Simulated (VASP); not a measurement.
Here is a VASP 6.6.1 calculation.

File INCAR:

```
SYSTEM = GaN
ALGO = Normal
EDIFF = 1E-7
ENCUT = 520
GGA = PE
ISIF = 2
ISMEAR = 0
LASPH = .TRUE.
LCHARG = .FALSE.
LREAL = .FALSE.
LWAVE = .FALSE.
NBANDS = 26
NELM = 80
PREC = Accurate
SIGMA = 0.05
```

Contents of KPOINTS:

```
k-points
0
G
  12 12 8
  0 0 0
```

File POSCAR:

```
GaN
1.0
    3.1967749156      0.0000000001      0.0000000000
   -1.5983874578      2.7684882870      0.0000000000
    0.0000000000      0.0000000000      5.2079716194
Ga N
2 2
Direct
    0.3333333333      0.6666666667     -0.0008648221
    0.6666666667      0.3333333333      0.4991351779
    0.3333333333      0.6666666667      0.3758648221
    0.6666666667      0.3333333333      0.8758648221
```

Potentials or basis: VASP PAW PBE potentials, release 64 (Ga_d, N).

Command:

```bash
$ cat potpaw_PBE.64/Ga_d/POTCAR potpaw_PBE.64/N/POTCAR > POTCAR
$ mpirun -np 1 vasp_std > vasp.out
```

(1) What does it give for the largest force?

(2) What does it give for the band gap on the k mesh?

(3) Predict the pressure.

Results:

(1) 0.003 eV/Å.

(2) 1.85 eV, direct.

(3) 3.7 GPa.
